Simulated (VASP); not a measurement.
The system is FePt.

```xyz
2
Lattice="2.7415 0.0000 0.0000 0.0000 2.7415 0.0000 0.0000 0.0000 3.7446" Properties=species:S:1:pos:R:3 pbc="T T T"
Pt    1.3708    1.3708    1.8723
Fe    0.0000    0.0000    0.0000
```

Base run:

* Program: VASP 6.6.1
* Functional: BLYP
* Potentials or basis: VASP PAW PBE potentials, release 64 (Pt, Fe)
* Cutoff: 520 eV
* k mesh: 10 × 10 × 7
* Occupations: fermi-dirac, width 0.05 eV
* Spin: collinear spin, ferromagnetic start
* Starting moments: [0.0, 3.0] μB

Its results: pressure 10.1 GPa; net moment 3.23 μB per cell; site moments Pt +0.34; Fe +2.87 μB.

Question: The run is repeated on the same cell with these changes: functional from BLYP to r2SCAN. What comes out?

Answer: Pressure -2.2 GPa; net moment 3.61 μB per cell; site moments Pt +0.36; Fe +3.28 μB.

Caveats: the PAW data sets were made with another functional, which shifts forces and pressure a little; the cell stands under pressure (at least some runs).
